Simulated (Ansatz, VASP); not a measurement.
# Te in VASP and in Ansatz

```xyz
3
Lattice="4.2341 -2.3712 0.0000 4.2341 2.3712 0.0000 -0.1305 0.0000 3.8782" Properties=species:S:1:pos:R:3 pbc="T T T"
Te    5.6364    0.0000    2.6178
Te    2.7013    0.0000    1.2604
Te    0.0000    0.0000    0.0000
```

Change from the starting cell: zz strain of -2 %.

Alike in both runs: task single point; functional PBE; k mesh 8 × 8 × 8; occupations fermi-dirac, width 0.05 eV; no spin polarisation.

|  | VASP | Ansatz |
| --- | --- | --- |
| version | VASP 6.6.1 | Ansatz 0.2.0 |
| potentials or method | VASP PAW PBE potentials, release 64 (Te), cutoff 520 eV | all-electron LAPW, scalar-relativistic |

```csv
,VASP,Ansatz,Ansatz less VASP
pressure (GPa),10.7,10.8,+0.07
"traceless stress, the component that is largest in VASP (GPa)",1.19,1.19,0.000
rms of the force components (eV/Å),0.256,0.254,-0.0020
```

Atom by atom the forces differ by 0.002 eV/Å (rms over components). Ansatz ran all-electron here, and VASP with PAW potentials.

Spin-orbit coupling is off throughout.
